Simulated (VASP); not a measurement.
# BAs (F-43m) in VASP: a series of runs

BAs is run at these levels: PBE, BLYP+D4; tasks: single point, relaxation of cell and atoms.

All numbers are computed with VASP 6.6.1; they aren't measurements. Logs are shortened: lines on timing, memory, paths and dates and some standing lists are left out, and cuts for length are marked.

## (1) The cell of the first run

Symmetry: F-43m, No. 216, cubic system. The conventional cell has a = 4.777 Å, b = 4.777 Å, c = 4.777 Å, α = 90.00°, β = 90.00°, γ = 90.00°. As (site symmetry -43m) has 4 B at 2.07 Å within 2.7 Å. Within 2.7 Å of B (site symmetry -43m) lie 4 As at 2.07 Å.

## (2) Single point, PBE

The input, INCAR:

```
PREC = Accurate ; ENCUT = 520
EDIFF = 1E-6 ; ISMEAR = 0
SIGMA = 0.03 ; LREAL = False
LASPH = True ; NELM = 60
ALGO = Normal ; ISIF = 2
LWAVE = False ; LCHARG = True
GGA = PE ; LELF = True
LVHAR = True ; NBANDS = 11
```

The input, KPOINTS:

```
Automatic mesh
0
Gamma
  10 10 10
```

The input, POSCAR:

```
BAs
1.0
    0.0000000000      2.3885000000      2.3885000000
    2.3885000000      0.0000000000      2.3885000000
    2.3885000000      2.3885000000      0.0000000000
As B
1 1
Direct
    0.7500000000      0.7500000000      0.7500000000
    0.0000000000      0.0000000000      0.0000000000
```

Potentials or basis: VASP PAW PBE potentials, release 64 (As, B).

On the command line:

```sh
cat potpaw_PBE.64/As/POTCAR potpaw_PBE.64/B/POTCAR > POTCAR
mpirun -np 1 vasp_std > vasp.out
```

OUTCAR:

```text
PREC = Accurate
   ENCUT = 520
   EDIFF = 1E-6
   ISMEAR = 0
   LREAL = False
   LASPH = True
   NELM = 60
   ISIF = 2
   GGA = PE

 ion  position               nearest neighbor table
   1  0.750  0.750  0.750-   2 2.07   2 2.07   2 2.07   2 2.07
   2  0.000  0.000  0.000-   1 2.07   1 2.07   1 2.07   1 2.07

  LATTYP: Found a face centered cubic cell.
 ALAT       =     4.7770000000

  Lattice vectors:

 A1 = (   0.0000000000,   2.3885000000,   2.3885000000)
 A2 = (   2.3885000000,   0.0000000000,   2.3885000000)
 A3 = (   2.3885000000,   2.3885000000,   0.0000000000)

Analysis of symmetry for initial positions (statically):
=====================================================================
 Subroutine PRICEL returns:
 Original cell was already a primitive cell.

 Routine SETGRP: Setting up the symmetry group for a
 face centered cubic supercell.

 Subroutine GETGRP returns: Found 24 space group operations
 (whereof 24 operations were pure point group operations)
 out of a pool of 48 trial point group operations.

The static configuration has the point symmetry T_d .

Analysis of symmetry for dynamics (positions and initial velocities):
=====================================================================
 Subroutine PRICEL returns:
 Original cell was already a primitive cell.

 Routine SETGRP: Setting up the symmetry group for a
 face centered cubic supercell.

 Subroutine GETGRP returns: Found 24 space group operations
 (whereof 24 operations were pure point group operations)
 out of a pool of 48 trial point group operations.

The dynamic configuration has the point symmetry T_d .

 Subroutine INISYM returns: Found 24 space group operations
 (whereof 24 operations are pure point group operations),
 and found     1 'primitive' translations

----------------------------------------------------------------------------------------

                                     Primitive cell

  volume of cell :      27.2525

  direct lattice vectors                    reciprocal lattice vectors
     0.000000000  2.388500000  2.388500000    -0.209336404  0.209336404  0.209336404
     2.388500000  0.000000000  2.388500000     0.209336404 -0.209336404  0.209336404
     2.388500000  2.388500000  0.000000000     0.209336404  0.209336404 -0.209336404

  length of vectors
     3.377849094  3.377849094  3.377849094     0.362581287  0.362581287  0.362581287

  position of ions in fractional coordinates (direct lattice)
     0.750000000  0.750000000  0.750000000
     0.000000000  0.000000000  0.000000000

  ion indices of the primitive-cell ions
   primitive index   ion index
                 1           1
                 2           2

----------------------------------------------------------------------------------------

 KPOINTS: Automatic mesh

Automatic generation of k-mesh.
 Grid dimensions read from file:
 generate k-points for:   10   10   10

 Generating k-lattice:

  Cartesian coordinates                     Fractional coordinates (reciprocal lattice)
    -0.020933640  0.020933640  0.020933640     0.100000000  0.000000000  0.000000000
     0.020933640 -0.020933640  0.020933640     0.000000000  0.100000000  0.000000000
     0.020933640  0.020933640 -0.020933640     0.000000000  0.000000000  0.100000000

  Length of vectors
     0.036258129  0.036258129  0.036258129

  Shift w.r.t. Gamma in fractional coordinates (k-lattice)
     0.000000000  0.000000000  0.000000000

 Subroutine IBZKPT returns following result:
 ===========================================

 Found     47 irreducible k-points:

 Following reciprocal coordinates:
            Coordinates               Weight
  0.000000  0.000000  0.000000      1.000000
  0.100000  0.000000  0.000000      8.000000
  0.200000  0.000000  0.000000      8.000000
  0.300000  0.000000  0.000000      8.000000
  0.400000  0.000000  0.000000      8.000000
  0.500000  0.000000  0.000000      4.000000
[... 16 lines left out ...]
  0.300000  0.300000  0.000000      6.000000
  0.400000  0.300000  0.000000     24.000000
 [... further k-points ...]
   k-points           NKPTS =     47   k-points in BZ     NKDIM =     47   number of bands    NBANDS=     11
   number of dos      NEDOS =    301   number of ions     NIONS =      2
   total plane-waves  NPLWV =  21952
   dimension x,y,z NGX =    28 NGY =   28 NGZ =   28
   dimension x,y,z NGXF=    56 NGYF=   56 NGZF=   56
   ions per type =               1   1
   NGX,Y,Z   is equivalent  to a cutoff of  13.78, 13.78, 13.78 a.u.
   NGXF,Y,Z  is equivalent  to a cutoff of  27.56, 27.56, 27.56 a.u.
 SYSTEM =  unknown system
   PREC   = accura    normal or accurate (medium, high low for compatibility)
   ISTART =      0    job   : 0-new  1-cont  2-samecut
   ICHARG =      2    charge: 1-file 2-atom 10-const
   ISPIN  =      1    spin polarized calculation?
   LNONCOLLINEAR =      F non collinear calculations
   LSORBIT =      F    spin-orbit coupling
   LASPH  =      T    aspherical Exc in radial PAW
   ENCUT  =  520.0 eV  38.22 Ry    6.18 a.u.   6.28  6.28  6.28*2*pi/ulx,y,z
   NELM   =     60;   NELMIN=  2; NELMDL= -5     # of ELM steps
   EDIFF  = 0.1E-05   stopping-criterion for ELM
   LREAL  =      F    real-space projection
   EDIFFG = 0.1E-04   stopping-criterion for IOM
   NSW    =      0    number of steps for IOM
   IBRION =     -1    ionic relax: 0-MD 1-quasi-New 2-CG
   NFREE  =      0    steps in history (QN), initial steepest desc. (CG)
   ISIF   =      2    stress and relaxation
   ISYM   =      2    0-nonsym 1-usesym 2-fastsym
   POTIM  = 0.5000    time-step for ionic-motion
   TEBEG  =    0.0;   TEEND  =   0.0 temperature during run
   PSTRESS=    0.0 pullay stress
   NELECT =       8.0000    total number of electrons
   NUPDOWN=      -1.0000    fix difference up-down
   EMIN   =  10.00;   EMAX   =-10.00  energy-range for DOS
   EFERMI =   0.00;   METHOD = LEGACY
   ISMEAR =     0;   SIGMA  =   0.03  broadening in eV -4-tet -1-fermi 0-gaus
   EFERMI_NEDOS =   21; number of points for ismear=-14 and -15
   IALGO  =     38    algorithm
   IMIX   =      4    mixing-type and parameters
     AMIX     =   0.40;   BMIX     =  1.00
     AMIX_MAG =   1.60;   BMIX_MAG =  1.00
  volume/ion in A,a.u.               =      13.63        91.95
  Fermi-wavevector in a.u.,A,eV,Ry     =   1.088018  2.056057 16.106360  1.183784
  Thomas-Fermi vector in A             =   2.224191
   LORBIT       =      0    0 simple, 1 ext, 2 COOP (PROOUT), +10 PAW based schemes
   GGA     = PE    functional components
   LHFCALC =     F    Hartree Fock is set to
   AEXX    =    0.0000 exact exchange contribution
   IVDW    =     0    specifies the selected vdW correction
   LEPSILON=     F    determine dielectric tensor
   LRPA    =     F    only Hartree local field effects (RPA)
 non-spin polarized calculation
 Gauss-broadening in eV      SIGMA  =   0.03
  energy-cutoff  :      520.00
  volume of cell :       27.25
 maximum number of plane-waves:       754
 NGX is ok and might be reduce to    28
   NGX = 13   NGY = 13   NGZ = 13

 number of electron       8.0000000 magnetization

 Free energy of the ion-electron system (eV)
  ---------------------------------------------------
  ext. energy  EPLUGINS =         0.00000000
  ---------------------------------------------------
  free energy    TOTEN  =       -11.40640277 eV

  energy without entropy =      -11.40640277  energy(sigma->0) =      -11.40640277

 E-fermi :   6.3584     XC(G=0): -10.5843

 val. band max:        6.1263304018   @ k =   0.0000   0.0000   0.0000
 cond. band min:       7.3017620039   @ k =   0.4000   0.4000   0.0000
 fundamental gap:      1.1754316022
 Fermi energy:         6.3583929691

 k-point     1 :       0.0000    0.0000    0.0000
  band No.  band energies     occupation
      1      -9.2749      2.00000
      2       6.1263      2.00000
      3       6.1263      2.00000
      4       6.1263      2.00000
      5       9.4028      0.00000
      6       9.4028      0.00000
      7       9.4028      0.00000
      8      10.8131      0.00000
      9      15.7090      0.00000
     10      19.0768      0.00000
     11      19.0768      0.00000

 k-point     2 :       0.1000    0.0000    0.0000
  band No.  band energies     occupation
      1      -9.1107      2.00000
      2       4.7309      2.00000
      3       5.8247      2.00000
      4       5.8247      2.00000
      5       9.5502      0.00000
      6       9.8001      0.00000
      7       9.8001      0.00000
      8      11.6850      0.00000
      9      16.3542      0.00000
     10      18.0093      0.00000
     11      18.0093      0.00000

 k-point     3 :       0.2000    0.0000    0.0000
  band No.  band energies     occupation
      1      -8.6264      2.00000
      2       2.3655      2.00000
      3       5.2500      2.00000
      4       5.2500      2.00000
      5       9.3351      0.00000
      6      10.5171      0.00000
      7      10.5171      0.00000
      8      13.3083      0.00000
      9      17.2898      0.00000
     10      17.2898      0.00000
     11      17.3527      0.00000

 k-point     4 :       0.3000    0.0000    0.0000
  band No.  band energies     occupation
      1      -7.8583      2.00000
      2       0.0738      2.00000
      3       4.7417      2.00000
      4       4.7417      2.00000
      5       9.0631      0.00000
      6      10.9192      0.00000
      7      10.9192      0.00000
      8      14.5734      0.00000
      9      17.4744      0.00000
     10      17.7372      0.00000
     11      17.7372      0.00000
[... 239 lines left out ...]
 k-point    22 :      -0.2000    0.2000    0.0000
  band No.  band energies     occupation
      1      -7.5949      2.00000
      2       0.6557      2.00000
      3       2.0531      2.00000
      4       4.8331      2.00000
      5      10.0597      0.00000
      6      11.2441      0.00000
      7      12.1365      0.00000
      8      13.1324      0.00000
      9      16.0106      0.00000
     10      18.7524      0.00000
     11      20.3077      0.00000

 k-point    23 :       0.3000    0.3000    0.0000
  band No.  band energies     occupation
      1      -7.3588      2.00000
      2       0.9138      2.00000
      3       2.9369      2.00000
      4       2.9369      2.00000
      5       7.5220      0.00000
      6       9.7837      0.00000
      7      14.5796      0.00000
      8      14.5796      0.00000
      9      17.1251      0.00000
     10      21.1915      0.00000
     11      21.2234      0.00000

 k-point    24 :       0.4000    0.3000    0.0000
  band No.  band energies     occupation
      1      -6.6308      2.00000
      2      -0.3314      2.00000
      3       2.1499      2.00000
      4       2.6401      2.00000
      5       7.8225      0.00000
      6       9.5221      0.00000
      7      14.9620      0.00000
      8      15.1948      0.00000
      9      18.1795      0.00000
     10      21.9433      0.00000
     11      21.9978      0.00000

 [... further k-points ...]
[... 5 lines left out ...]
  --------------------------------------------------------------------------------------
  -------------------------------------------------------------------------------------
  Total        0.5824743      0.5824743      0.5824743     -0.0000000     -0.0000000      0.0000000
  in kB       34.2437714     34.2437714     34.2437714     -0.0000000     -0.0000000      0.0000000
  external PRESSURE =      34.2437714 kB  Pullay stress =       0.0000000 kB

 VOLUME and BASIS-vectors are now :
 -----------------------------------------------------------------------------
  energy-cutoff  :      520.00
  volume of cell :       27.25
      direct lattice vectors                 reciprocal lattice vectors
     0.000000000  2.388500000  2.388500000    -0.209336404  0.209336404  0.209336404
     2.388500000  0.000000000  2.388500000     0.209336404 -0.209336404  0.209336404
     2.388500000  2.388500000  0.000000000     0.209336404  0.209336404 -0.209336404

 POSITION                                       TOTAL-FORCE (eV/Angst)
 -----------------------------------------------------------------------------------
      3.58275      3.58275      3.58275         0.000000      0.000000      0.000000
      0.00000      0.00000      0.00000        -0.000000     -0.000000     -0.000000
 -----------------------------------------------------------------------------------
    total drift:                                0.000000      0.000000      0.000000

  FREE ENERGIE OF THE ION-ELECTRON SYSTEM (eV)
  ---------------------------------------------------
  free  energy   TOTEN  =       -11.4064027661 eV

  energy  without entropy=      -11.4064027661  energy(sigma->0) =      -11.40640277
```

Wall time 11 s (1 thread of Intel Xeon Platinum 8488C (Sapphire Rapids), shared host); peak memory 0.16 GiB.

What came out:

- Free energy: -11.4064 eV
- Pressure: 3.4 GPa
- Band gap on the k mesh: 1.18 eV, indirect (least direct gap 3.28 eV)

A k mesh can miss the band edges. PBE gaps usually lie below the measured ones, often by a third to a half.

## (3) Relaxation of cell and atoms, BLYP+D4

The input, INCAR:

```
PREC = Accurate
ENCUT = 600
EDIFF = 1E-6
ISMEAR = -1
SIGMA = 0.05
LREAL = False
LASPH = True
NELM = 80
ALGO = Normal
ISIF = 3
LWAVE = False
LCHARG = False
GGA = B5
ALDAX = 1.0
AGGAX = 1.0
AGGAC = 1.0
ALDAC = 0.0
IVDW = 13
VDW_S6 = 1.0
VDW_S8 = 2.34076671
VDW_A1 = 0.44488865
VDW_A2 = 4.0933009
IBRION = 2
NSW = 60
EDIFFG = -0.01
```

KPOINTS is that of step 2.

POSCAR is that of step 2.

Potentials or basis: VASP PAW PBE potentials, release 64 (As, B).

On the command line:

```sh
cat potpaw_PBE.64/As/POTCAR potpaw_PBE.64/B/POTCAR > POTCAR
mpirun -np 1 vasp_std > vasp.out
```

It took 34 s on 1 thread of Intel Xeon Platinum 8488C (Sapphire Rapids), shared host; peak memory 0.17 GiB.

The run converged. Its results:

```
Free energy                            : -11.4781 eV
Relaxed volume                         : 13.60 Å³/atom
Relaxed cell                           : a = 3.376 Å, b = 3.376 Å, c = 3.376 Å, α = 60.00°, β = 60.00°, γ = 60.00°
Space group after relaxing (to 0.05 Å) : F-43m (No. 216)
Energy gained by relaxing              : 0.0 meV/atom
Ionic steps                            : 3
Pressure after relaxing                : 0.0 GPa
Band gap on the k mesh                 : 1.40 eV, indirect (least direct gap 3.37 eV)
Dispersion energy per atom             : -0.729 eV
```

Final structure:
```yaml
crystal:
  lattice:
    - [0.00000, 2.38693, 2.38693]
    - [2.38693, 0.00000, 2.38693]
    - [2.38693, 2.38693, 0.00000]
  atoms:
    - { symbol: As, position: [0.75000, 0.75000, 0.75000] }
    - { symbol: B, position: [0.00000, 0.00000, 0.00000] }
```

Levels at points of the mesh, in eV from the valence-band top:
| k point | band 1 | band 2 | band 3 | band 4 | band 5 | band 6 | band 7 | band 8 |
| --- | --- | --- | --- | --- | --- | --- | --- | --- |
| (0.00, 0.00, 0.00) | -15.32 | 0.00 | 0.00 | 0.00 | 3.37 | 3.37 | 3.37 | 4.70 |
| (0.50, 0.00, 0.00) | -12.50 | -8.65 | -1.80 | -1.80 | 2.80 | 4.93 | 4.93 | 9.12 |
| (0.50, 0.50, 0.00) | -11.21 | -8.43 | -4.01 | -4.01 | 1.67 | 1.70 | 11.33 | 11.33 |

Caveat: the PAW data sets were made with another functional, which shifts forces and pressure a little. A k mesh can miss the band edges.

## (4) Single point, PBE (volume scaled by 0.94)

The input, INCAR:

```
SYSTEM = BAs
ALGO     = Normal         ! electronic algorithm
EDIFF    = 1E-6           ! SCF threshold, eV
ENCUT    = 520            ! plane-wave cutoff, eV
GGA      = PE             ! functional
ISIF     = 2              ! what is computed and relaxed
ISMEAR   = -1             ! smearing method
LASPH    = .True.         ! aspherical terms in the spheres
LCHARG   = .True.         ! write CHGCAR
LELF     = .True.         ! ELF
LREAL    = .False.        ! projectors in reciprocal space
LVHAR    = .True.       
LWAVE    = .False.        ! write WAVECAR
NBANDS   = 11             ! bands
NELM     = 60             ! most SCF steps
PREC     = Accurate       ! precision mode
SIGMA    = 0.05           ! smearing width, eV
```

The input, KPOINTS:

```
k-points
0
Gamma
  10 10 10
  0 0 0
```

The input, POSCAR:

```
BAs
1.0
    0.0000000000      2.3397414207      2.3397414207
    2.3397414207      0.0000000000      2.3397414207
    2.3397414207      2.3397414207      0.0000000000
As B
1 1
Direct
    0.7500000000      0.7500000000      0.7500000000
    0.0000000000      0.0000000000      0.0000000000
```

On the command line:

```sh
cat potpaw_PBE.64/As/POTCAR potpaw_PBE.64/B/POTCAR > POTCAR
mpirun -np 1 vasp_std > vasp.out
```

Run time: 26 s. Hardware: 1 thread of AMD EPYC 7R43 (Zen 3), shared host; peak memory 0.13 GiB.

The run converged. Its results:

```yaml
Free_energy: -11.3215 eV
Pressure: 13.6 GPa
Band_gap_on_the_k_mesh: 1.11 eV, indirect (least direct gap 3.36 eV)
```

Levels at points of the mesh, in eV from the valence-band top:
| k point | band 1 | band 2 | band 3 | band 4 | band 5 | band 6 | band 7 | band 8 |
| --- | --- | --- | --- | --- | --- | --- | --- | --- |
| (0.00, 0.00, 0.00) | -15.98 | 0.00 | 0.00 | 0.00 | 3.36 | 3.36 | 3.36 | 5.49 |
| (0.50, 0.00, 0.00) | -12.88 | -9.26 | -1.93 | -1.93 | 3.07 | 4.85 | 4.85 | 8.98 |
| (0.50, 0.50, 0.00) | -11.46 | -8.89 | -4.35 | -4.35 | 1.34 | 1.38 | 11.97 | 11.97 |

Caveat: the cell differs from its parent crystal (volume scaled by 0.94). A k mesh can miss the band edges.

[end of part 1 of 2]
